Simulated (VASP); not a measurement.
BaTiO3, 5 atoms in the cell. The structure is orthorhombic, space group Amm2 (No. 38). The conventional cell has a = 3.966 Å, b = 5.671 Å, c = 5.692 Å, α = 90.00°, β = 90.00°, γ = 90.00°. Ba (site symmetry mm2) has 12 O at 2.76 to 2.93 Å and 8 Ti at 3.42 to 3.52 Å within 3.6 Å. Ti (site symmetry mm2) has 6 O at 1.88 to 2.14 Å within 2.5 Å. O (site symmetry m) has 2 Ti at 1.88 to 2.14 Å within 2.5 Å. O (site symmetry mm2) has 2 Ti at 1.99 Å within 2.6 Å. 

* Program: VASP 6.6.1
* Task: relaxation of cell and atoms
* Functional: PBE
* Potentials or basis: VASP PAW PBE potentials, release 64 (Ba_sv, Ti_sv, O)
* Cutoff: 600 eV
* k mesh: 6 × 6 × 6
* Occupations: gaussian, width 0.02 eV
* Spin: no spin polarisation
* Hubbard terms: Ti d U = 4.0 eV
* Target pressure: 4 GPa
* Dipole correction: no
* Further INCAR settings: ALGO = Normal; EDIFF = 1e-07; IBRION = 2; EDIFFG = -0.008; NSW = 70; ISIF = 3

Potentials or basis: VASP PAW PBE potentials, release 64 (Ba_sv, Ti_sv, O).

Command:

```console
$ cat potpaw_PBE.64/Ba_sv/POTCAR potpaw_PBE.64/Ti_sv/POTCAR potpaw_PBE.64/O/POTCAR > POTCAR
$ mpirun -np 1 vasp_std > vasp.out
```

Hardware: 1 thread of Oxide Virtual Turin-like Processor, with other jobs on the host.

Question: How long does it take, and how much memory?

Answer: Wall time 15 min on 1 thread of Oxide Virtual Turin-like Processor (shared host), peak memory 0.23 GiB. Counts: scf iterations 123, k points 52, ion steps 12.
